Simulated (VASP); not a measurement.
Write the native input for VASP 6.6.1 that does the following.

```
Task                   : single point
Functional             : LDA
Potentials or basis    : VASP PAW LDA potentials, release 64 (Hf_pv, O)
Cutoff                 : 520 eV
k mesh                 : 6 × 6 × 6
Occupations            : gaussian, width 0.01 eV
Spin                   : no spin polarisation
Dipole correction      : no
Further INCAR settings : ALGO = Normal; EDIFF = 1e-06; NBANDS = 18
```

The structure of HfO2 lies in POSCAR:

```
HfO2
1.0
    0.0000000000      2.5229349520      2.5229349520
    2.5229349520      0.0000000000      2.5229349520
    2.5229349520      2.5229349520      0.0000000000
Hf O
1 2
Direct
    0.0000000000      0.0000000000      0.0000000000
    0.2500000000      0.2500000000      0.2500000000
    0.7500000000      0.7500000000      0.7500000000
```

The input as run:

INCAR

```
SYSTEM = HfO2
PREC     = Accurate       ! precision mode
ENCUT    = 520            ! plane-wave cutoff, eV
EDIFF    = 1E-6           ! SCF threshold, eV
ISMEAR   = 0              ! smearing method
SIGMA    = 0.01           ! smearing width, eV
LREAL    = .FALSE.        ! projectors in reciprocal space
LASPH    = .TRUE.         ! aspherical terms in the spheres
NELM     = 100            ! most SCF steps
ALGO     = Normal         ! electronic algorithm
ISIF     = 2              ! what is computed and relaxed
LWAVE    = .FALSE.        ! write WAVECAR
LCHARG   = .FALSE.        ! write CHGCAR
NBANDS   = 18             ! bands
```

KPOINTS

```
Automatic mesh
0
G
  6 6 6
  0 0 0
```

Potentials or basis: VASP PAW LDA potentials, release 64 (Hf_pv, O).

The run is started by

```sh
$ cat potpaw_LDA.64/Hf_pv/POTCAR potpaw_LDA.64/O/POTCAR > POTCAR
$ mpirun -np 1 vasp_std > vasp.out
```

Results of the run:

| Property | Result |
| --- | --- |
| Pressure | -10.2 GPa |
| Band gap on the k mesh | 3.63 eV, direct |

Caveat: spin-orbit coupling is left out, which moves the levels of the heavy elements.

Run time: 6.3 s on 1 thread of Intel(R) Xeon(R) Platinum 8488C (Sapphire Rapids), with other jobs on the host, peak memory 0.14 GiB.
